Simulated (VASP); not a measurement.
# Li3Cd2Pb2 (C2/m) in VASP: single point with PBE

Aim: the single point of Li3Cd2Pb2 with PBE.

Everything below comes from runs of VASP 6.6.1. Logs are shortened: lines on timing, memory, paths and dates and some standing lists are left out, and cuts for length are marked.

## Step 1: The cell of the first run

Symmetry: C2/m, No. 12, monoclinic system. The conventional cell has a = 10.034 Å, b = 7.398 Å, c = 4.941 Å, α = 90.00°, β = 90.20°, γ = 90.00°. Within 3.0 Å of Li (site symmetry 2) lie 2 Li at 2.26 to 2.57 Å and 2 Pb at 2.61 Å and 2 Cd at 2.68 Å. Within 3.4 Å of Li (site symmetry 2/m) lie 2 Li at 2.57 Å and 4 Cd at 2.91 Å and 4 Pb at 3.12 Å. Cd (site symmetry 2) has 4 Li at 2.68 to 2.91 Å and 1 Cd at 3.06 Å and 4 Pb at 3.53 to 3.54 Å within 3.6 Å. Pb (site symmetry -1) has 4 Li at 2.61 to 3.12 Å and 4 Cd at 3.53 to 3.54 Å and 2 Pb at 3.70 Å within 3.7 Å.

The cell was built from a structure type or drawn by symmetry, and may not be a known phase.

## Step 2: Single point, PBE

The input, INCAR:

```
SYSTEM = Li3Cd2Pb2
PREC     = Accurate       ! precision mode
ENCUT    = 520            ! plane-wave cutoff, eV
EDIFF    = 1E-6           ! SCF threshold, eV
ISMEAR   = 0              ! smearing method
SIGMA    = 0.2            ! smearing width, eV
LREAL    = .False.        ! projectors in reciprocal space
LASPH    = .True.         ! aspherical terms in the spheres
NELM     = 100            ! most SCF steps
ALGO     = Fast           ! electronic algorithm
ISIF     = 2              ! what is computed and relaxed
LWAVE    = .False.        ! write WAVECAR
LCHARG   = .False.        ! write CHGCAR
GGA      = PE             ! functional
NBANDS   = 40             ! bands
```

The input, KPOINTS:

```
Automatic mesh
0
Gamma
  3 3 4
  0 0 0
```

The input, POSCAR:

```
Li3Cd2Pb2
1.0
    5.0142245928     -3.6991215764      0.1717143958
    5.0142245928      3.6991215764      0.1717143958
   -0.1864490043      0.0000000000      4.9370676889
Li Cd Pb
3 2 2
Direct
    0.6527142452      0.3472857548      0.5000000000
    0.3472857548      0.6527142452      0.5000000000
    0.0000000000      0.0000000000      0.5000000000
    0.7931205387      0.2068794613      0.0000000000
    0.2068794613      0.7931205387      0.0000000000
    0.0000000000      0.5000000000      0.5000000000
    0.5000000000      0.0000000000      0.5000000000
```

Potentials or basis: VASP PAW PBE potentials, release 64 (Li_sv, Cd, Pb_d).

On the command line:

```
cat potpaw_PBE.64/Li_sv/POTCAR potpaw_PBE.64/Cd/POTCAR potpaw_PBE.64/Pb_d/POTCAR > POTCAR
mpirun -np 1 vasp_std > vasp.out
```

OUTCAR:

```text
SYSTEM = Li3Cd2Pb2
   PREC = Accurate
   ENCUT = 520
   EDIFF = 1E-6
   ISMEAR = 0
   LREAL = .False.
   LASPH = .True.
   NELM = 100
   ISIF = 2
   GGA = PE

 ion  position               nearest neighbor table
   1  0.653  0.347  0.500-   2 2.26   3 2.57   6 2.61   7 2.61   4 2.68   4 2.68
   2  0.347  0.653  0.500-   1 2.26   3 2.57   6 2.61   7 2.61   5 2.68   5 2.68
   3  0.000  0.000  0.500-   1 2.57   2 2.57   4 2.91   5 2.91   4 2.91   5 2.91   6 3.12   7 3.12
                             6 3.12   7 3.12
   4  0.793  0.207  0.000-   1 2.68   1 2.68   3 2.91   3 2.91   5 3.06   6 3.53   7 3.53   6 3.54
                             7 3.54
   5  0.207  0.793  0.000-   2 2.68   2 2.68   3 2.91   3 2.91   4 3.06   7 3.53   6 3.53   6 3.54
                             7 3.54
   6  0.000  0.500  0.500-   1 2.61   2 2.61   3 3.12   3 3.12   4 3.53   5 3.53   5 3.54   4 3.54
                             7 3.70   7 3.70
   7  0.500  0.000  0.500-   1 2.61   2 2.61   3 3.12   3 3.12   5 3.53   4 3.53   5 3.54   4 3.54
                             6 3.70   6 3.70

  LATTYP: Found a base centered monoclinic cell.
 ALAT       =    10.0343278999
 B/A-ratio  =     0.7372933421
 C/A-ratio  =     0.4923685093
 COS(beta)  =    -0.0035151088

  Lattice vectors:

 A1 = (   5.0142245928,  -3.6991215764,   0.1717143958)
 A2 = (   5.0142245928,   3.6991215764,   0.1717143958)
 A3 = (  -0.1864490043,   0.0000000000,   4.9370676889)

Analysis of symmetry for initial positions (statically):
=====================================================================
 Subroutine PRICEL returns:
 Original cell was already a primitive cell.

 Routine SETGRP: Setting up the symmetry group for a
 base centered monoclinic supercell.

 Subroutine GETGRP returns: Found  4 space group operations
 (whereof  4 operations were pure point group operations)
 out of a pool of  4 trial point group operations.

The static configuration has the point symmetry C_2h.

Analysis of symmetry for dynamics (positions and initial velocities):
=====================================================================
 Subroutine PRICEL returns:
 Original cell was already a primitive cell.

 Routine SETGRP: Setting up the symmetry group for a
 base centered monoclinic supercell.

 Subroutine GETGRP returns: Found  4 space group operations
 (whereof  4 operations were pure point group operations)
 out of a pool of  4 trial point group operations.

The dynamic configuration has the point symmetry C_2h.

 Subroutine INISYM returns: Found  4 space group operations
 (whereof  4 operations are pure point group operations),
 and found     1 'primitive' translations
[... 101 lines left out ...]
   ISYM   =      2    0-nonsym 1-usesym 2-fastsym
   POTIM  = 0.5000    time-step for ionic-motion
   TEBEG  =    0.0;   TEEND  =   0.0 temperature during run
   PSTRESS=    0.0 pullay stress
   NELECT =      61.0000    total number of electrons
   NUPDOWN=      -1.0000    fix difference up-down
   EMIN   =  10.00;   EMAX   =-10.00  energy-range for DOS
   EFERMI =   0.00;   METHOD = LEGACY
   ISMEAR =     0;   SIGMA  =   0.20  broadening in eV -4-tet -1-fermi 0-gaus
   EFERMI_NEDOS =   21; number of points for ismear=-14 and -15
   IALGO  =     68    algorithm
   IMIX   =      4    mixing-type and parameters
     AMIX     =   0.40;   BMIX     =  1.00
     AMIX_MAG =   1.60;   BMIX_MAG =  1.00
  volume/ion in A,a.u.               =      26.20       176.79
  Fermi-wavevector in a.u.,A,eV,Ry     =   1.134307  2.143529 17.505961  1.286652
  Thomas-Fermi vector in A             =   2.271011
   LORBIT       =      0    0 simple, 1 ext, 2 COOP (PROOUT), +10 PAW based schemes
   GGA     = PE    functional components
   LHFCALC =     F    Hartree Fock is set to
   AEXX    =    0.0000 exact exchange contribution
   IVDW    =     0    specifies the selected vdW correction
   LEPSILON=     F    determine dielectric tensor
   LRPA    =     F    only Hartree local field effects (RPA)
 non-spin polarized calculation
 RMM-DIIS sequential band-by-band and
 Gauss-broadening in eV      SIGMA  =   0.20
  energy-cutoff  :      520.00
  volume of cell :      183.38
 maximum number of plane-waves:      4962
 NGX is ok and might be reduce to    48
   NGX = 23   NGY = 23   NGZ = 19

 number of electron      61.0000007 magnetization

 Free energy of the ion-electron system (eV)
  ---------------------------------------------------
  ext. energy  EPLUGINS =         0.00000000
  ---------------------------------------------------
  free energy    TOTEN  =       -13.72462056 eV

  energy without entropy =      -13.69409476  energy(sigma->0) =      -13.70935766

 E-fermi :   2.5918     XC(G=0):  -8.6588

 val. band max:        2.5115436031   @ k =  -0.3333   0.3333   0.5000
 cond. band min:       2.6981288832   @ k =   0.0000   0.0000   0.2500
 fundamental gap:      0.1865852801
 Fermi energy:         2.5917633274

 k-point     1 :       0.0000    0.0000    0.0000
  band No.  band energies     occupation
      1     -44.1014      2.00000
      2     -44.0391      2.00000
      3     -43.9053      2.00000
      4     -14.2097      2.00000
      5     -14.1622      2.00000
      6     -14.1568      2.00000
[... 591 lines left out ...]
     39       7.9686      0.00000
     40       8.7234      0.00000

------------------------ aborting loop because EDIFF is reached ----------------------------------------

  FORCE on cell =-STRESS in cart. coord.  units (eV):
  Direction    XX          YY          ZZ          XY          YZ          ZX
  --------------------------------------------------------------------------------------
  -------------------------------------------------------------------------------------
  Total       -0.0435922      0.3076912     -0.0016299      0.0000000      0.0000000      0.0158044
  in kB       -0.3808520      2.6882083     -0.0142399      0.0000000      0.0000000      0.1380788
  external PRESSURE =       0.7643722 kB  Pullay stress =       0.0000000 kB

 VOLUME and BASIS-vectors are now :
 -----------------------------------------------------------------------------
  energy-cutoff  :      520.00
  volume of cell :      183.38
      direct lattice vectors                 reciprocal lattice vectors
     5.014224593 -3.699121576  0.171714396     0.099587520 -0.135167225  0.003760936
     5.014224593  3.699121576  0.171714396     0.099587520  0.135167225  0.003760936
    -0.186449004  0.000000000  4.937067689    -0.006927436  0.000000000  0.202287765

 POSITION                                       TOTAL-FORCE (eV/Angst)
 -----------------------------------------------------------------------------------
      4.92100     -1.12982      2.64025        -0.000000      0.003364     -0.000000
      4.92100      1.12982      2.64025         0.000000     -0.003364     -0.000000
     -0.09322      0.00000      2.46853         0.000000      0.000000      0.000000
      5.01422     -2.16858      0.17171        -0.000000      0.012425     -0.000000
      5.01422      2.16858      0.17171         0.000000     -0.012425      0.000000
      2.41389      1.84956      2.55439         0.000000      0.000000      0.000000
      2.41389     -1.84956      2.55439         0.000000      0.000000      0.000000
 -----------------------------------------------------------------------------------
    total drift:                                0.000000     -0.000000      0.000000

  FREE ENERGIE OF THE ION-ELECTRON SYSTEM (eV)
  ---------------------------------------------------
  free  energy   TOTEN  =       -13.7246205645 eV

  energy  without entropy=      -13.6940947648  energy(sigma->0) =      -13.70935766
```

Run time: 10 min. Hardware: 1 thread of Oxide Virtual Turin-like, shared host; peak memory 0.31 GiB.

Results:

* Free energy: -13.7246 eV
* Largest force: 0.012 eV/Å
* Band gap on the k mesh: zero (an odd number of electrons rules out a gap without spin polarisation)

Forces on the atoms (eV/Å):
```
Li   0.000  0.003  0.000
Li   0.000 -0.003  0.000
Li   0.000  0.000  0.000
Cd   0.000  0.012  0.000
Cd   0.000 -0.012  0.000
Pb   0.000  0.000  0.000
Pb   0.000  0.000  0.000
```

Levels at points of the mesh, in eV from the Fermi level:
| k point | band 27 | band 28 | band 29 | band 30 | band 31 | band 32 | band 33 | band 34 | band 35 | band 36 |
| --- | --- | --- | --- | --- | --- | --- | --- | --- | --- | --- |
| (0.00, 0.00, 0.00) | -3.18 | -1.98 | -1.83 | -1.19 | -0.49 | 2.13 | 2.59 | 2.82 | 3.46 | 3.67 |
| (0.00, 0.00, 0.50) | -1.99 | -1.76 | -1.55 | -1.03 | -0.42 | -0.11 | 0.52 | 1.52 | 1.90 | 2.26 |

Caveat: the cutoff is under 1.25 times the usual one of these potentials, so pressure, stress and relaxed cells hold a basis-set (Pulay) error; spin-orbit coupling is left out, which moves the levels of the heavy elements.
